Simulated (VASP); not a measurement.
ZrS: single point with PBEsol

The system is ZrS.

```xyz
2
Lattice="0.0000 2.6235 2.6235 2.6235 0.0000 2.6235 2.6235 2.6235 0.0000" Properties=species:S:1:pos:R:3 pbc="T T T"
Zr    0.0000    0.0000   -0.5509
S     2.6235    2.6235    3.1744
```

This cell differs from its parent crystal: shortest bond scaled by 0.58.

```
Program                : VASP 6.6.1
Task                   : single point
Functional             : PBEsol
Potentials or basis    : VASP PAW PBE potentials, release 64 (Zr_sv, S)
Cutoff                 : 520 eV
k mesh                 : 10 × 10 × 10
Occupations            : fermi-dirac, width 0.05 eV
Spin                   : no spin polarisation
Dipole correction      : no
Further INCAR settings : ALGO = Normal; EDIFF = 1e-07; NBANDS = 16
```

The pressure is 130.1 GPa, the largest force is 60.473 eV/Å and the band gap on the k mesh is zero (band 9 reaches 11.20 eV, above the bottom of band 10 at 8.55 eV).

Forces in eV/Å, atoms in the order of the input:
```
Zr    0.000   0.000  60.473
S     0.000   0.000 -60.473
```

Stress tensor (GPa, compression positive):
```
 -7.91   0.00   0.00
  0.00  -7.91   0.00
  0.00   0.00 406.26
```

Levels at points of the mesh, in eV from the Fermi level:
```csv
k point,band 6,band 7,band 8,band 9,band 10,band 11,band 12,band 13
"(0.00, 0.00, 0.00)",-6.72,-6.72,-2.85,0.47,0.71,1.06,4.07,4.07
"(0.50, 0.00, 0.00)",-7.44,-6.09,-3.03,-0.54,1.02,1.79,2.99,3.49
"(0.50, 0.50, 0.00)",-4.75,-4.75,-3.11,-2.57,-0.72,1.34,1.34,2.90
"(0.00, 0.50, 0.50)",-8.00,-5.76,-1.69,-0.01,0.37,2.74,3.17,3.18
```

Run time: 24 s on 1 thread of Intel(R) Xeon(R) 6975P-C (Granite Rapids) (shared host), peak memory 0.19 GiB.

Caveat: the cell differs from its parent crystal (shortest bond scaled by 0.58); the PAW data sets were made with another functional, which shifts forces and pressure a little.
